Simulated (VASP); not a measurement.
# MoS2 (P-3m1) in VASP: single point with r2SCAN

Aim: the single point of MoS2 with r2SCAN.

Program: VASP 6.6.1. These are calculated values, not measurements. Logs are shortened: lines on timing, memory, paths and dates and some standing lists are left out, and cuts for length are marked.

## 1. The cell of the first run

Symmetry: P-3m1, No. 164, trigonal system. Conventional cell: a = 3.227 Å, b = 3.227 Å, c = 6.312 Å, α = 90.00°, β = 90.00°, γ = 120.00°. Within 3.2 Å of Mo (site symmetry -3m) lie 6 S at 2.42 Å. S (site symmetry 3m) has 3 Mo at 2.42 Å within 3.2 Å.

## 2. Single point, r2SCAN, collinear spin, zero start

The input, POSCAR:

```
MoS2
1.0
    3.2274650000      0.0000000000      0.0000000000
   -1.6137320000      2.7950660000      0.0000000000
    0.0000000000      0.0000000000      6.3124730000
Mo S
1 2
Direct
    0.0000000000      0.0000000000      0.5000000000
    0.3333333333      0.6666666667      0.2553190000
    0.6666666667      0.3333333333      0.7446810000
```

The input, INCAR.step1:

```
SYSTEM = MoS2
PREC = Accurate
ENCUT = 520
ISMEAR = -1
SIGMA = 0.15
LREAL = .FALSE.
LASPH = .TRUE.
NELM = 150
ISPIN = 2
MAGMOM = 0 0 0
LMAXMIX = 4
NBANDS = 24
GGA = PE
ALGO = Normal
EDIFF = 1E-4
LWAVE = .TRUE.
LCHARG = .FALSE.
```

The input, INCAR.step2:

```
SYSTEM = MoS2
PREC = Accurate
ENCUT = 520
EDIFF = 1E-6
ISMEAR = -1
SIGMA = 0.15
LREAL = .FALSE.
LASPH = .TRUE.
NELM = 150
ALGO = Normal
ISIF = 2
LWAVE = .FALSE.
LCHARG = .TRUE.
ISPIN = 2
MAGMOM = 0 0 0
LORBIT = 11
LMAXMIX = 4
METAGGA = R2SCAN
LMIXTAU = .TRUE.
LELF = .TRUE.
LVHAR = .TRUE.
NBANDS = 24
ISTART = 1
```

The input, KPOINTS:

```
Automatic mesh
0
G
  8 8 4
  0 0 0
```

Potentials or basis: VASP PAW PBE potentials, release 64 (Mo_sv, S).

Command:

```console
> cat potpaw_PBE.64/Mo_sv/POTCAR potpaw_PBE.64/S/POTCAR > POTCAR
> cp INCAR.step1 INCAR
> mpirun -np 1 vasp_std > vasp.out
> cp INCAR.step2 INCAR
> mpirun -np 1 vasp_std > vasp.out
```

OUTCAR:

```text
SYSTEM = MoS2
   PREC = Accurate
   ENCUT = 520
   EDIFF = 1E-6
   ISMEAR = -1
   LREAL = .FALSE.
   LASPH = .TRUE.
   NELM = 150
   ISIF = 2
   ISPIN = 2
   LORBIT = 11
   METAGGA = R2SCAN
   ISTART = 1

 ion  position               nearest neighbor table
   1  0.000  0.000  0.500-   2 2.42   3 2.42   3 2.42   2 2.42   3 2.42   2 2.42
   2  0.333  0.667  0.255-   1 2.42   1 2.42   1 2.42
   3  0.667  0.333  0.745-   1 2.42   1 2.42   1 2.42

  LATTYP: Found a hexagonal cell.
 ALAT       =     3.2274650000
 C/A-ratio  =     1.9558610241

  Lattice vectors:

 A1 = (   3.2274650000,   0.0000000000,   0.0000000000)
 A2 = (  -1.6137320000,   2.7950660000,   0.0000000000)
 A3 = (   0.0000000000,   0.0000000000,   6.3124730000)

Analysis of symmetry for initial positions (statically):
=====================================================================
 Subroutine PRICEL returns:
 Original cell was already a primitive cell.

 Routine SETGRP: Setting up the symmetry group for a
 hexagonal supercell.

 Subroutine GETGRP returns: Found 12 space group operations
 (whereof 12 operations were pure point group operations)
 out of a pool of 24 trial point group operations.

The static configuration has the point symmetry D_3d.

Analysis of symmetry for dynamics (positions and initial velocities):
=====================================================================
 Subroutine PRICEL returns:
 Original cell was already a primitive cell.

 Routine SETGRP: Setting up the symmetry group for a
 hexagonal supercell.

 Subroutine GETGRP returns: Found 12 space group operations
 (whereof 12 operations were pure point group operations)
 out of a pool of 24 trial point group operations.

The dynamic configuration has the point symmetry D_3d.

Analysis of structural, dynamic, and magnetic symmetry:
=====================================================================
 Subroutine PRICEL returns:
 Original cell was already a primitive cell.

 Routine SETGRP: Setting up the symmetry group for a
 hexagonal supercell.

 Subroutine GETGRP returns: Found 12 space group operations
 (whereof 12 operations were pure point group operations)
 out of a pool of 24 trial point group operations.

The overall configuration has the point symmetry D_3d.

 Subroutine INISYM returns: Found 12 space group operations
 (whereof 12 operations are pure point group operations),
 and found     1 'primitive' translations

----------------------------------------------------------------------------------------

                                     Primitive cell

  volume of cell :      56.9447

  direct lattice vectors                    reciprocal lattice vectors
     3.227465000  0.000000000  0.000000000     0.309840695  0.178886597  0.000000000
    -1.613732000  2.795066000  0.000000000     0.000000000  0.357773305  0.000000000
     0.000000000  0.000000000  6.312473000     0.000000000  0.000000000  0.158416519

  length of vectors
     3.227465000  3.227464161  6.312473000     0.357773212  0.357773305  0.158416519

  position of ions in fractional coordinates (direct lattice)
     0.000000000  0.000000000  0.500000000
     0.333333333  0.666666667  0.255319000
     0.666666667  0.333333333  0.744681000

  ion indices of the primitive-cell ions
   primitive index   ion index
                 1           1
                 2           2
                 3           3

----------------------------------------------------------------------------------------

 KPOINTS: Automatic mesh

Automatic generation of k-mesh.
 Grid dimensions read from file:
 generate k-points for:    8    8    4

 Generating k-lattice:

  Cartesian coordinates                     Fractional coordinates (reciprocal lattice)
     0.038730087  0.022360825  0.000000000     0.125000000 -0.000000000  0.000000000
     0.000000000  0.044721663  0.000000000     0.000000000  0.125000000  0.000000000
     0.000000000  0.000000000  0.039604130     0.000000000  0.000000000  0.250000000

  Length of vectors
     0.044721651  0.044721663  0.039604130

  Shift w.r.t. Gamma in fractional coordinates (k-lattice)
     0.000000000  0.000000000  0.000000000

 Subroutine IBZKPT returns following result:
 ===========================================

 Found     35 irreducible k-points:

 Following reciprocal coordinates:
            Coordinates               Weight
  0.000000  0.000000  0.000000      1.000000
  0.125000 -0.000000  0.000000      6.000000
  0.250000 -0.000000  0.000000      6.000000
  0.375000 -0.000000  0.000000      6.000000
  0.500000 -0.000000  0.000000      3.000000
  0.125000  0.125000  0.000000      6.000000
[... 16 lines left out ...]
 -0.125000  0.500000  0.250000     12.000000
  0.250000  0.250000  0.250000     12.000000
 [... further k-points ...]
   k-points           NKPTS =     35   k-points in BZ     NKDIM =     35   number of bands    NBANDS=     24
   number of dos      NEDOS =    301   number of ions     NIONS =      3
   total plane-waves  NPLWV =  27648
   dimension x,y,z NGX =    24 NGY =   24 NGZ =   48
   dimension x,y,z NGXF=    48 NGYF=   48 NGZF=   96
   ions per type =               1   2
   NGX,Y,Z   is equivalent  to a cutoff of  12.36, 12.36, 12.64 a.u.
   NGXF,Y,Z  is equivalent  to a cutoff of  24.72, 24.72, 25.28 a.u.
 SYSTEM =  MoS2
   PREC   = accura    normal or accurate (medium, high low for compatibility)
   ISTART =      1    job   : 0-new  1-cont  2-samecut
   ICHARG =      0    charge: 1-file 2-atom 10-const
   ISPIN  =      2    spin polarized calculation?
   LNONCOLLINEAR =      F non collinear calculations
   LSORBIT =      F    spin-orbit coupling
   LASPH  =      T    aspherical Exc in radial PAW
   ENCUT  =  520.0 eV  38.22 Ry    6.18 a.u.   6.00  6.00 11.74*2*pi/ulx,y,z
   NELM   =    150;   NELMIN=  2; NELMDL=  0     # of ELM steps
   EDIFF  = 0.1E-05   stopping-criterion for ELM
   LREAL  =      F    real-space projection
   EDIFFG = 0.1E-04   stopping-criterion for IOM
   NSW    =      0    number of steps for IOM
   IBRION =     -1    ionic relax: 0-MD 1-quasi-New 2-CG
   NFREE  =      0    steps in history (QN), initial steepest desc. (CG)
   ISIF   =      2    stress and relaxation
   ISYM   =      2    0-nonsym 1-usesym 2-fastsym
   POTIM  = 0.5000    time-step for ionic-motion
   TEBEG  =    0.0;   TEEND  =   0.0 temperature during run
   PSTRESS=    0.0 pullay stress
   NELECT =      26.0000    total number of electrons
   NUPDOWN=      -1.0000    fix difference up-down
   EMIN   =  10.00;   EMAX   =-10.00  energy-range for DOS
   EFERMI =   0.00;   METHOD = LEGACY
   ISMEAR =    -1;   SIGMA  =   0.15  broadening in eV -4-tet -1-fermi 0-gaus
   EFERMI_NEDOS =   21; number of points for ismear=-14 and -15
   IALGO  =     38    algorithm
   IMIX   =      4    mixing-type and parameters
     AMIX     =   0.40;   BMIX     =  1.00
     AMIX_MAG =   1.60;   BMIX_MAG =  1.00
  volume/ion in A,a.u.               =      18.98       128.09
  Fermi-wavevector in a.u.,A,eV,Ry     =   1.260612  2.382212 21.621611  1.589144
  Thomas-Fermi vector in A             =   2.394113
   LORBIT       =     11    0 simple, 1 ext, 2 COOP (PROOUT), +10 PAW based schemes
   METAGGA = R2SCAN    functional components
   LHFCALC =     F    Hartree Fock is set to
   AEXX    =    0.0000 exact exchange contribution
   IVDW    =     0    specifies the selected vdW correction
   LEPSILON=     F    determine dielectric tensor
   LRPA    =     F    only Hartree local field effects (RPA)
 spin polarized calculation
  energy-cutoff  :      520.00
  volume of cell :       56.94
 maximum number of plane-waves:      1552
   NGX = 13   NGY = 13   NGZ = 23

 number of electron      26.0000001 magnetization      -0.0000006

 number of electron      26.0000001 magnetization       0.0000000

 Free energy of the ion-electron system (eV)
  ---------------------------------------------------
  ext. energy  EPLUGINS =         0.00000000
  ---------------------------------------------------
  free energy    TOTEN  =       -44.19974071 eV

  energy without entropy =      -44.09435434  energy(sigma->0) =      -44.14704753

 E-fermi :   6.8112     XC(G=0): -11.0987

 val. band max:        6.7903992966   @ k =   0.2500   0.2500   0.0000
 cond. band min:       6.8446152027   @ k =   0.3750   0.2500   0.2500
 fundamental gap:      0.0542159061
 Fermi energy:         6.8111823589

 spin component 1

 k-point     1 :       0.0000    0.0000    0.0000
  band No.  band energies     occupation
      1     -56.9656      1.00000
      2     -30.2740      1.00000
      3     -30.2334      1.00000
      4     -30.2334      1.00000
      5      -8.7273      1.00000
      6      -7.2207      1.00000
[... 16 lines left out ...]
     23      20.4835      0.00000
     24      20.5445      0.00000
[... 598 lines left out ...]
      2     -30.5126      1.00000
      3     -30.3808      1.00000
      4     -30.2019      1.00000
      5      -6.8529      1.00000
      6      -6.7002      1.00000
[... 16 lines left out ...]
     23      18.5266      0.00000
     24      19.3501      0.00000

 [... further k-points ...]

 spin component 2

 k-point     1 :       0.0000    0.0000    0.0000
  band No.  band energies     occupation
      1     -56.9656      1.00000
      2     -30.2740      1.00000
      3     -30.2334      1.00000
      4     -30.2334      1.00000
      5      -8.7273      1.00000
      6      -7.2207      1.00000
[... 16 lines left out ...]
     23      20.4838      0.00000
     24      20.5407      0.00000
[... 598 lines left out ...]
      2     -30.5126      1.00000
      3     -30.3808      1.00000
      4     -30.2019      1.00000
      5      -6.8529      1.00000
      6      -6.7002      1.00000
[... 16 lines left out ...]
     23      18.5266      0.00000
     24      19.3501      0.00000

 [... further k-points ...]
[... 5 lines left out ...]
  --------------------------------------------------------------------------------------
  -------------------------------------------------------------------------------------
  Total        0.1116199      0.1116198      0.1426071      0.0000000      0.0000000      0.0000000
  in kB        3.1405014      3.1404998      4.0123470      0.0000006      0.0000000      0.0000000
  external PRESSURE =       3.4311161 kB  Pullay stress =       0.0000000 kB

 VOLUME and BASIS-vectors are now :
 -----------------------------------------------------------------------------
  energy-cutoff  :      520.00
  volume of cell :       56.94
      direct lattice vectors                 reciprocal lattice vectors
     3.227465000  0.000000000  0.000000000     0.309840695  0.178886597  0.000000000
    -1.613732000  2.795066000  0.000000000     0.000000000  0.357773305  0.000000000
     0.000000000  0.000000000  6.312473000     0.000000000  0.000000000  0.158416519

 POSITION                                       TOTAL-FORCE (eV/Angst)
 -----------------------------------------------------------------------------------
      0.00000      0.00000      3.15624        -0.000000      0.000000      0.000000
      0.00000      1.86338      1.61169        -0.000000     -0.000000     -0.078902
      1.61373      0.93169      4.70078         0.000000      0.000000      0.078902
 -----------------------------------------------------------------------------------
    total drift:                                0.000000      0.000000      0.000000

  FREE ENERGIE OF THE ION-ELECTRON SYSTEM (eV)
  ---------------------------------------------------
  free  energy   TOTEN  =       -44.1997407088 eV

  energy  without entropy=      -44.0943543430  energy(sigma->0) =      -44.14704753

 total charge

# of ion       s       p       d       tot
------------------------------------------
    1        2.284   6.213   3.843  12.340
    2        1.356   2.353   0.000   3.709
    3        1.356   2.353   0.000   3.709
--------------------------------------------------
tot          4.997  10.919   3.843  19.759

 magnetization (x)

# of ion       s       p       d       tot
------------------------------------------
    1        0.000   0.000   0.000   0.000
    2        0.000  -0.000   0.000  -0.000
    3        0.000  -0.000   0.000  -0.000
--------------------------------------------------
tot          0.000  -0.000   0.000   0.000
```

Wall time 9.5 min (1 thread of AMD EPYC 7R13, shared host); peak memory 0.21 GiB.

What came out:

```yaml
Free_energy: -44.1997 eV
Pressure: 0.3 GPa
Largest_force: 0.079 eV/Å
Band_gap_on_the_k_mesh: zero (filled and empty bands overlap)
Net_moment: 0.00 μB per cell
Valence_electrons_inside_the_program's_atomic_spheres: Mo 12.34; S 3.71
```

Forces on the atoms (eV/Å):
```
Mo   0.000  0.000  0.000
S    0.000  0.000 -0.079
S    0.000  0.000  0.079
```

Levels at points of the mesh, in eV from the Fermi level:
Spin up:
```
           k point  band 9  band 10  band 11  band 12  band 13  band 14  band 15  band 16  band 17  band 18
(0.00, 0.00, 0.00)   -4.24    -2.00    -1.05    -0.97    -0.97    -0.40    -0.40     3.37     3.37     6.65
(0.50, 0.00, 0.00)   -4.96    -4.33    -3.39    -1.91    -1.76     1.01     1.84     3.81     4.07     6.11
(0.00, 0.00, 0.50)   -4.23    -3.77    -0.98    -0.98    -0.47    -0.47    -0.05     3.53     3.53     6.56
(0.50, 0.00, 0.50)   -4.99    -4.39    -2.58    -2.13    -1.75     1.01     1.86     3.47     4.98     5.06
```
Spin down:
```
           k point  band 11  band 12  band 13  band 14  band 15  band 16
(0.00, 0.00, 0.00)    -1.05    -0.97    -0.97    -0.40    -0.40     3.37
(0.50, 0.00, 0.00)    -3.39    -1.91    -1.76     1.01     1.84     3.81
(0.00, 0.00, 0.50)    -0.98    -0.98    -0.47    -0.47    -0.05     3.53
(0.50, 0.00, 0.50)    -2.58    -2.13    -1.75     1.01     1.86     3.47
```

Caveat: the PAW data sets were made with another functional, which shifts forces and pressure a little.
